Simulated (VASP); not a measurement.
# MoS2 (P6_3/mmc) in VASP: a series of runs, part 2 of 2

VASP 6.6.1. Earlier steps stand in the parts before.

**4. Single point, r2SCAN+D3(BJ)**

This run uses another cell than the first one, of 17.89 Å³/atom, 1.128 times its volume.

POSCAR reads:

```
MoS2
1.0
    3.1688232950      0.0000000000      0.0000000000
   -1.5844116475      2.7442814735      0.0000000000
    0.0000000000      0.0000000000     12.3453255169
Mo S
2 4
Direct
    0.3333333333      0.6666666667      0.2500000000
    0.6666666667      0.3333333333      0.7500000000
    0.3333333333      0.6666666667      0.6241369074
    0.6666666667      0.3333333333      0.1241369074
    0.3333333333      0.6666666667      0.8758630926
    0.6666666667      0.3333333333      0.3758630926
```

INCAR.step1 reads:

```
PREC = Accurate
ENCUT = 520
ISMEAR = 0
SIGMA = 0.02
LREAL = False
LASPH = True
NELM = 80
NBANDS = 35
GGA = PE
ALGO = Normal
EDIFF = 1E-4
LWAVE = True
LCHARG = False
```

INCAR.step2 reads:

```
PREC = Accurate
ENCUT = 520
EDIFF = 1E-6
ISMEAR = 0
SIGMA = 0.02
LREAL = False
LASPH = True
NELM = 80
ALGO = Normal
ISIF = 2
LWAVE = False
LCHARG = True
METAGGA = R2SCAN
LMIXTAU = True
IVDW = 12
LELF = True
LVHAR = True
VDW_S6 = 1.0
VDW_S8 = 0.78981345
VDW_A1 = 0.49484001
VDW_A2 = 5.73083694
NBANDS = 35
ISTART = 1
```

KPOINTS reads:

```
regular mesh
0
Gamma
  12 12 4
```

Potentials or basis: VASP PAW PBE potentials, release 64 (Mo_sv, S).

Run with:

```console
cat potpaw_PBE.64/Mo_sv/POTCAR potpaw_PBE.64/S/POTCAR > POTCAR
cp INCAR.step1 INCAR
mpirun -np 1 vasp_std > vasp.out
cp INCAR.step2 INCAR
mpirun -np 1 vasp_std > vasp.out
```

OUTCAR:

```text
PREC = Accurate
   ENCUT = 520
   EDIFF = 1E-6
   ISMEAR = 0
   LREAL = False
   LASPH = True
   NELM = 80
   ISIF = 2
   METAGGA = R2SCAN
   IVDW = 12
   ISTART = 1
 IVDW          = 12

 ion  position               nearest neighbor table
   1  0.333  0.667  0.250-   4 2.40   6 2.40   4 2.40   6 2.40   4 2.40   6 2.40
   2  0.667  0.333  0.750-   3 2.40   5 2.40   3 2.40   5 2.40   3 2.40   5 2.40
   3  0.333  0.667  0.624-   2 2.40   2 2.40   2 2.40
   4  0.667  0.333  0.124-   1 2.40   1 2.40   1 2.40
   5  0.333  0.667  0.876-   2 2.40   2 2.40   2 2.40
[... 1127 lines left out ...]
  -------------------------------------------------------------------------------------
  Total       0.05832     0.05832    -0.00231     0.00000     0.00000     0.00000
  in kB       0.87029     0.87029    -0.03448     0.00000     0.00000     0.00000
  external pressure =        0.57 kB  Pullay stress =        0.00 kB

 VOLUME and BASIS-vectors are now :
 -----------------------------------------------------------------------------
  energy-cutoff  :      520.00
  volume of cell :      107.36
      direct lattice vectors                 reciprocal lattice vectors
     3.168823295  0.000000000  0.000000000     0.315574555  0.182197054  0.000000000
    -1.584411648  2.744281474  0.000000000     0.000000000  0.364394108  0.000000000
     0.000000000  0.000000000 12.345325517     0.000000000  0.000000000  0.081002319

 POSITION                                       TOTAL-FORCE (eV/Angst)
 -----------------------------------------------------------------------------------
     -0.00000      1.82952      3.08633        -0.000000      0.000000      0.000000
      1.58441      0.91476      9.25899         0.000000     -0.000000      0.000000
     -0.00000      1.82952      7.70517        -0.000000      0.000000     -0.004073
      1.58441      0.91476      1.53251         0.000000      0.000000     -0.004073
     -0.00000      1.82952     10.81281         0.000000      0.000000      0.004073
      1.58441      0.91476      4.64015         0.000000      0.000000      0.004073
 -----------------------------------------------------------------------------------
    total drift:                               -0.000000      0.000000     -0.000000

  FREE ENERGIE OF THE ION-ELECTRON SYSTEM (eV)
  ---------------------------------------------------
  free  energy   TOTEN  =       -91.2516919574 eV

  energy  without entropy=      -91.2516919574  energy(sigma->0) =      -91.25169196
```

It took 4.6 min on 1 thread of Intel Xeon 6975P-C (Granite Rapids), shared host; peak memory 0.34 GiB.

Results:

| Property | Result |
| --- | --- |
| Free energy | -91.2517 eV |
| Pressure | 0.1 GPa |
| Largest force | 0.004 eV/Å |
| Band gap on the k mesh | 1.02 eV, indirect (least direct gap 1.76 eV) |
| Dispersion energy per atom | -0.200 eV |

Forces in eV/Å, atoms in the order of the input:
```
Mo   0.000  0.000  0.000
Mo   0.000  0.000  0.000
S    0.000  0.000 -0.004
S    0.000  0.000 -0.004
S    0.000  0.000  0.004
S    0.000  0.000  0.004
```

Stress tensor (GPa, compression positive):
```
0.09 0.00 0.00
0.00 0.09 0.00
0.00 0.00 0.00
```

Caveat: the PAW data sets were made with another functional, which shifts forces and pressure a little.

**5. Single point, r2SCAN+D3(BJ)**

This run uses another cell than the first one, of 17.89 Å³/atom, 1.128 times its volume.

POSCAR is that of step 4.

INCAR.step1 reads:

```
PREC     = Accurate       # precision mode
ENCUT    = 520            # plane-wave cutoff, eV
ISMEAR   = 0              # smearing method
SIGMA    = 0.01           # smearing width, eV
LREAL    = False          # projectors in reciprocal space
LASPH    = True           # aspherical terms in the spheres
NELM     = 100            # most SCF steps
NBANDS   = 35             # bands
GGA      = PE             # functional
ALGO     = Normal         # electronic algorithm
EDIFF    = 1E-4           # SCF threshold, eV
LWAVE    = True           # write WAVECAR
LCHARG   = False          # write CHGCAR
```

INCAR.step2 reads:

```
PREC     = Accurate       # precision mode
ENCUT    = 520            # plane-wave cutoff, eV
EDIFF    = 1E-6           # SCF threshold, eV
ISMEAR   = 0              # smearing method
SIGMA    = 0.01           # smearing width, eV
LREAL    = False          # projectors in reciprocal space
LASPH    = True           # aspherical terms in the spheres
NELM     = 100            # most SCF steps
ALGO     = Normal         # electronic algorithm
ISIF     = 2              # what is computed and relaxed
LWAVE    = False          # write WAVECAR
LCHARG   = False          # write CHGCAR
METAGGA  = R2SCAN         # meta-GGA
LMIXTAU  = True         
IVDW     = 12             # dispersion correction
VDW_S6   = 1.0          
VDW_S8   = 0.78981345   
VDW_A1   = 0.49484001   
VDW_A2   = 5.73083694   
NBANDS   = 35             # bands
ISTART   = 1
```

KPOINTS reads:

```
Automatic mesh
0
Gamma
  12 12 4
```

Potentials or basis: VASP PAW PBE potentials, release 64 (Mo_sv, S).

Run with:

```console
cat potpaw_PBE.64/Mo_sv/POTCAR potpaw_PBE.64/S/POTCAR > POTCAR
cp INCAR.step1 INCAR
mpirun -np 1 vasp_std > vasp.out
cp INCAR.step2 INCAR
mpirun -np 1 vasp_std > vasp.out
```

OUTCAR:

```text
PREC = Accurate
   ENCUT = 520
   EDIFF = 1E-6
   ISMEAR = 0
   LREAL = False
   LASPH = True
   NELM = 100
   ISIF = 2
   METAGGA = R2SCAN
   IVDW = 12
   ISTART = 1
 IVDW          = 12

 ion  position               nearest neighbor table
   1  0.333  0.667  0.250-   4 2.40   6 2.40   4 2.40   6 2.40   4 2.40   6 2.40
   2  0.667  0.333  0.750-   3 2.40   5 2.40   3 2.40   5 2.40   3 2.40   5 2.40
   3  0.333  0.667  0.624-   2 2.40   2 2.40   2 2.40
   4  0.667  0.333  0.124-   1 2.40   1 2.40   1 2.40
   5  0.333  0.667  0.876-   2 2.40   2 2.40   2 2.40
[... 1127 lines left out ...]
  -------------------------------------------------------------------------------------
  Total       0.05832     0.05832    -0.00231     0.00000     0.00000     0.00000
  in kB       0.87029     0.87029    -0.03449     0.00000     0.00000     0.00000
  external pressure =        0.57 kB  Pullay stress =        0.00 kB

 VOLUME and BASIS-vectors are now :
 -----------------------------------------------------------------------------
  energy-cutoff  :      520.00
  volume of cell :      107.36
      direct lattice vectors                 reciprocal lattice vectors
     3.168823295  0.000000000  0.000000000     0.315574555  0.182197054  0.000000000
    -1.584411648  2.744281474  0.000000000     0.000000000  0.364394108  0.000000000
     0.000000000  0.000000000 12.345325517     0.000000000  0.000000000  0.081002319

 POSITION                                       TOTAL-FORCE (eV/Angst)
 -----------------------------------------------------------------------------------
     -0.00000      1.82952      3.08633         0.000000      0.000000      0.000000
      1.58441      0.91476      9.25899        -0.000000     -0.000000      0.000000
     -0.00000      1.82952      7.70517         0.000000      0.000000     -0.004073
      1.58441      0.91476      1.53251        -0.000000     -0.000000     -0.004073
     -0.00000      1.82952     10.81281        -0.000000      0.000000      0.004073
      1.58441      0.91476      4.64015        -0.000000     -0.000000      0.004073
 -----------------------------------------------------------------------------------
    total drift:                               -0.000000      0.000000     -0.000000

  FREE ENERGIE OF THE ION-ELECTRON SYSTEM (eV)
  ---------------------------------------------------
  free  energy   TOTEN  =       -91.2516919574 eV

  energy  without entropy=      -91.2516919574  energy(sigma->0) =      -91.25169196
```

Wall time 4.3 min (1 thread of Intel Xeon 6975P-C (Granite Rapids), shared host); peak memory 0.35 GiB.

What came out:

| Quantity | Value |
| --- | --- |
| Free energy | -91.2517 eV |
| Pressure | 0.1 GPa |
| Largest force | 0.004 eV/Å |
| Band gap on the k mesh | 1.02 eV, indirect (least direct gap 1.76 eV) |
| Dispersion energy per atom | -0.200 eV |

Forces on the atoms (eV/Å):
```
Mo   0.000  0.000  0.000
Mo   0.000  0.000  0.000
S    0.000  0.000 -0.004
S    0.000  0.000 -0.004
S    0.000  0.000  0.004
S    0.000  0.000  0.004
```

Stress tensor (GPa, compression positive):
```
0.09 0.00 0.00
0.00 0.09 0.00
0.00 0.00 0.00
```

Levels at points of the mesh, in eV from the valence-band top:
```tsv
k point	band 23	band 24	band 25	band 26	band 27	band 28	band 29	band 30
(0.00, 0.00, 0.00)	-2.34	-1.34	-1.15	0.00	2.23	2.23	2.26	2.26
(0.50, 0.00, 0.00)	-1.92	-1.73	-1.47	-1.35	1.68	1.73	2.11	2.36
(0.00, 0.00, 0.50)	-2.36	-2.36	-0.29	-0.29	2.24	2.24	2.24	2.24
(0.50, 0.00, 0.50)	-1.83	-1.83	-1.40	-1.40	1.71	1.71	2.24	2.24
```

Caveat: the PAW data sets were made with another functional, which shifts forces and pressure a little. A k mesh can miss the band edges.

**6. The runs side by side**

| cell | k mesh | smearing | gap on the mesh (eV) | pressure (GPa) |
| --- | --- | --- | --- | --- |
| a = 3.098, b = 3.098, c = 11.448 Å, angles 90.0, 90.0, 120.0°, 6 atoms | 9 × 9 × 2 | gaussian 0.1 eV | 0.65 | 9.7 |
| a = 3.169, b = 3.169, c = 12.324 Å, angles 90.0, 90.0, 120.0°, 6 atoms | 6 × 6 × 2 | gaussian 0.1 eV | 1.00 | -1.0 |
| a = 3.169, b = 3.169, c = 12.345 Å, angles 90.0, 90.0, 120.0°, 6 atoms | 12 × 12 × 4 | gaussian 0.02 eV | 1.02 | 0.1 |
| a = 3.169, b = 3.169, c = 12.345 Å, angles 90.0, 90.0, 120.0°, 6 atoms | 12 × 12 × 4 | gaussian 0.01 eV | 1.02 | 0.1 |

Alike in all rows: task single point; level r2SCAN+D3(BJ); potentials or basis VASP PAW PBE potentials, release 64 (Mo_sv, S); no spin polarisation; cutoff (eV) 520.

Caveats: the PAW data sets were made with another functional, which shifts forces and pressure a little.

Total energies depend on the potentials used, so only differences within one code and one set of settings carry meaning.

**7. How close it comes**

Step 3. Against the measured gap of MoS2, 1.3 eV (indirect; 300 K; “Multiwavelength excitation Raman Scattering Analysis of bulk and 2 dimensional MoS2: Vibrational properties of atomically thin MoS2 layers”, 2015, arxiv:1506.03228), the calculated 1.00 eV is off by -0.30 eV. Spin-orbit coupling on Mo is left out. The value is that of r2SCAN+D3(BJ) on a finite k mesh, which can miss the band edges, without temperature or zero-point motion.

Step 4. A measured gap of MoS2 is 1.3 eV (indirect; 300 K; “Multiwavelength excitation Raman Scattering Analysis of bulk and 2 dimensional MoS2: Vibrational properties of atomically thin MoS2 layers”, 2015, arxiv:1506.03228); the calculated 1.02 eV misses it by -0.28 eV. Spin-orbit coupling on Mo is left out. The value is that of r2SCAN+D3(BJ) on a finite k mesh, which can miss the band edges, without temperature or zero-point motion.
